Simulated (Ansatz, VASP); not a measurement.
Two plane-wave programs on BiTe3

```
Bi Te
1.0
     5.62080    0.00000    0.00000
    -2.81040    4.86775    0.00000
     0.00000    0.00000    6.31425
Bi Te
1 3
Cartesian
  0.0000 0.0000 0.0000
  0.0000 3.2452 0.0000
  2.8104 1.6226 0.0000
  0.0000 0.0000 3.1571
```

Alike in both runs: task relaxation of cell and atoms; functional PBE; k mesh 6 × 6 × 4; occupations gaussian, width 0.1 eV; no spin polarisation.

|  | VASP | Ansatz |
| --- | --- | --- |
| version | VASP 6.6.1 | Ansatz 0.2.0 |
| potentials or method | VASP PAW PBE potentials, release 64 (Bi_d, Te), cutoff 600 eV | scalar-relativistic, plane waves, PAW |
| valence electrons in the cell | 33 | 63 |

VASP gave:

* gap on the k mesh at the Fermi level, each at its own relaxed structure (eV): none
* relaxed volume (Å³/atom): 41.74
* relaxed cell length with the largest relative difference (Å): 6.014

Task: What did Ansatz give for the same quantities?

Result: gap on the k mesh at the Fermi level, each at its own relaxed structure (eV): none; relaxed volume (Å³/atom): 41.52; relaxed cell length with the largest relative difference (Å): 5.994.

A gap of «none» marks a metal or a gap that the smearing closes. VASP's potentials hold 33 valence electrons a cell and Ansatz's 63, so a difference there can come from the potentials and not from the codes.

Neither program's run includes spin-orbit coupling.
